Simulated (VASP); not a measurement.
The system is Mo.

```
CELL_PARAMETERS angstrom
2.62177 0.00000 0.00000
0.00000 2.62177 0.00000
0.00000 0.00000 2.68625
ATOMIC_POSITIONS crystal
Mo 0.00000 0.00000 0.00000
```

```yaml
Program: VASP 6.6.1
Task: relaxation of cell and atoms
Functional: PBE
Potentials_or_basis: VASP PAW PBE potentials, release 64 (Mo_sv)
Cutoff: 600 eV
k_mesh: 6 × 6 × 6
Occupations: gaussian, width 0.1 eV
Spin: no spin polarisation
```

At the start: pressure -8.7 GPa; volume 18.46 Å³/atom.

Task: How do energy, volume and symmetry change on relaxing?

Result: Over 9 steps the energy falls by 33.7 meV/atom and the volume is 17.55 Å³/atom (-4.9 %); space group Pm-3m (No. 221, to 0.05 Å).

The path:
```csv
step,energy change (eV),largest force (eV/Å),pressure (GPa),volume (Å³)
1,0.0000,0.0000,-8.70,18.46
2,0.0866,0.0000,24.13,15.90
3,-0.0324,0.0000,0.27,17.53
4,-0.0324,0.0000,0.60,17.50
5,-0.0324,0.0000,0.82,17.48
6,-0.0323,0.0000,-0.16,17.57
7,-0.0337,0.0000,0.30,17.53
8,-0.0336,0.0000,-0.42,17.59
9,-0.0337,0.0000,0.00,17.55
```

Final structure:
```xyz
1
Lattice="2.5987 0.0000 0.0000 0.0000 2.5987 0.0000 0.0000 0.0000 2.5990" Properties=species:S:1:pos:R:3 pbc="T T T"
Mo    0.0000    0.0000    0.0000
```

Caveat: the k points lie up to 0.40 Å⁻¹ apart in the final cell.
